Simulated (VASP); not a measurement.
Write the native input for VASP 6.6.1 that does the following.

| Property | Result |
| --- | --- |
| Task | single point |
| Functional | PBE |
| Potentials or basis | VASP PAW PBE potentials, release 64 (Na_pv, H) |
| Cutoff | 520 eV |
| k mesh | 12 × 12 × 6 |
| Occupations | gaussian, width 0.1 eV |
| Spin | no spin polarisation |
| Dipole correction | no |
| Further INCAR settings | ALGO = Normal; EDIFF = 1e-06; NBANDS = 18 |

The structure of Na2H5 lies in POSCAR:

```
Na2H5
1.0
    2.1355979786     -2.6250340576      0.0000000000
    2.1355979786      2.6250340576      0.0000000000
    0.0000000000      0.0000000000      7.5135205116
Na H
2 5
Direct
    0.0000000000      0.0000000000      0.1904609477
    0.5000000000      0.5000000000      0.7864164276
    0.5000000000      0.0000000000      0.5025123594
    0.0000000000      0.5000000000      0.5025123594
    0.7499108494      0.2500891506      0.5023438936
    0.2500891506      0.7499108494      0.5023438936
    0.0000000000      0.0000000000      0.8752415887
```

One way to write it, as run:

INCAR

```
PREC = Accurate
ENCUT = 520
EDIFF = 1E-6
ISMEAR = 0
SIGMA = 0.1
LREAL = False
LASPH = True
NELM = 60
ALGO = Normal
ISIF = 2
LWAVE = False
LCHARG = False
GGA = PE
NBANDS = 18
```

KPOINTS

```
regular mesh
0
Gamma
  12 12 6
```

Potentials or basis: VASP PAW PBE potentials, release 64 (Na_pv, H).

Run with:

```sh
$ cat potpaw_PBE.64/Na_pv/POTCAR potpaw_PBE.64/H/POTCAR > POTCAR
$ mpirun -np 1 vasp_std > vasp.out
```

It gave:

| Item | Value |
| --- | --- |
| Pressure | -0.1 GPa |
| Largest force | 0.003 eV/Å |

Wall time 4.1 min on 1 thread of AMD EPYC 7R43 64-Core Processor (Zen 3) (shared host), peak memory 0.29 GiB.
